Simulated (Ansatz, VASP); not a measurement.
One calculation of Sc3Al, two programs

```
Sc Al
1.0
     4.43199    0.00000    0.00000
     0.00000    4.43199    0.00000
     0.00000    0.00000    4.43199
Sc Al
3 1
Direct
  0.50000 0.00000 0.50000
  0.00000 0.50000 0.50000
  0.50000 0.50000 0.00000
  0.00000 0.00000 0.00000
```

Alike in both runs: task single point; functional BLYP; k mesh 5 × 5 × 5; occupations fermi-dirac, width 0.1 eV; no spin polarisation.

|  | VASP | Ansatz |
| --- | --- | --- |
| version | VASP 6.6.1 | Ansatz 0.2.0 |
| potentials or method | VASP PAW PBE potentials, release 64 (Sc_sv, Al) | plane waves, PAW |
| plane-wave cutoff (eV) | 520 | 420 |
| valence electrons in the cell | 36 | 36 |

|  | VASP | Ansatz | Ansatz less VASP |
| --- | --- | --- | --- |
| pressure (GPa) | 1.5 | 1.4 | -0.07 |

VASP's potentials were made for PBE, not for BLYP. The functional is the same, so the differences come from potentials, cutoffs and numerics.
